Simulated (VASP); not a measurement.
Wanted: the native input for a VASP 6.6.1 run.

```
Task                   : relaxation of cell and atoms
Functional             : PBE
Potentials or basis    : VASP PAW PBE potentials, release 64 (Ga_d, N)
Cutoff                 : 600 eV
k mesh                 : 12 × 12 × 7
Occupations            : fermi-dirac, width 0.1 eV
Spin                   : no spin polarisation
Target pressure        : 170 GPa
Dipole correction      : no
Further INCAR settings : ALGO = Normal; EDIFF = 1e-06; IBRION = 2; EDIFFG = -0.005; NSW = 60; ISIF = 3
```

The structure of GaN (NiAs type) lies in POSCAR:

```
GaN
1.0
    2.7270224446      0.0000000000      0.0000000000
   -1.3635112223      2.3616707137      0.0000000000
    0.0000000000      0.0000000000      4.2268847891
Ga N
2 2
Direct
    0.0000000000      0.0000000000      0.0000000000
    0.0000000000      0.0000000000      0.5000000000
    0.3333333333      0.6666666667      0.2500000000
    0.6666666667      0.3333333333      0.7500000000
```

These files were run (other wordings do the same):

INCAR

```
SYSTEM = GaN
ALGO = Normal ; EDIFF = 1E-6
EDIFFG = -0.005 ; ENCUT = 600
GGA = PE ; IBRION = 2
ISIF = 3 ; ISMEAR = -1
LASPH = .TRUE. ; LCHARG = .FALSE.
LREAL = .FALSE. ; LWAVE = .FALSE.
NELM = 80 ; NSW = 60
PREC = Accurate ; PSTRESS = 1700.0
SIGMA = 0.1
```

KPOINTS

```
k-points
0
G
  12 12 7
  0 0 0
```

Potentials or basis: VASP PAW PBE potentials, release 64 (Ga_d, N).

The run is started by

```sh
$ cat potpaw_PBE.64/Ga_d/POTCAR potpaw_PBE.64/N/POTCAR > POTCAR
$ mpirun -np 1 vasp_std > vasp.out
```

Results of the run:

```
Relaxed volume                                         : 6.87 Å³/atom
Relaxed cell                                           : a = 2.627 Å, b = 2.627 Å, c = 4.599 Å, α = 90.00°, β = 90.00°, γ = 120.00°
Space group after relaxing (to 0.05 Å)                 : P6_3/mmc (No. 194)
Energy change on relaxing (the enthalpy is what falls) : -276.4 meV/atom
Ionic steps                                            : 10
Pressure after relaxing                                : 169.9 GPa
Band gap on the k mesh                                 : 3.17 eV, indirect (least direct gap 5.07 eV)
```

Caveat: the cell is relaxed towards a set pressure, so the enthalpy falls and the energy may rise.

Run time: 3.6 min on 1 thread of Intel(R) Xeon(R) Platinum 8488C (Sapphire Rapids), on a shared host, peak memory 0.19 GiB.
